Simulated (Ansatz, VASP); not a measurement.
# One calculation of Si2P, two programs

```
Si P
1.0
     4.26139    0.00000    0.00000
    -2.13070    3.69048    0.00000
     0.00000    0.00000    2.76178
Si P
2 1
Direct
  0.00000 0.00000 0.50000
  0.33333 0.66667 0.00000
  0.66667 0.33333 0.50000
```

Change from the starting cell: species swapped into the In2Bi type (P-6m2, No. 187).

Alike in both runs: task relaxation of cell and atoms; functional PBE; k mesh 12 × 12 × 16; occupations gaussian, width 0.1 eV; no spin polarisation.

|  | VASP | Ansatz |
| --- | --- | --- |
| version | VASP 6.6.1 | Ansatz 0.2.0 |
| potentials or method | VASP PAW PBE potentials, release 64 (Si, P), cutoff 600 eV | scalar-relativistic, plane waves, PAW |
| valence electrons in the cell | 13 | 13 |

|  | VASP | Ansatz | Ansatz less VASP |
| --- | --- | --- | --- |
| gap on the k mesh at the Fermi level, each at its own relaxed structure (eV) | none | none | - |
| relaxed volume (Å³/atom) | 14.58 | 14.59 | +0.010 |
| relaxed cell length with the largest relative difference (Å) | 4.471 | 4.472 | +0.0010 |

A gap of «none» marks a metal or a gap that the smearing closes.
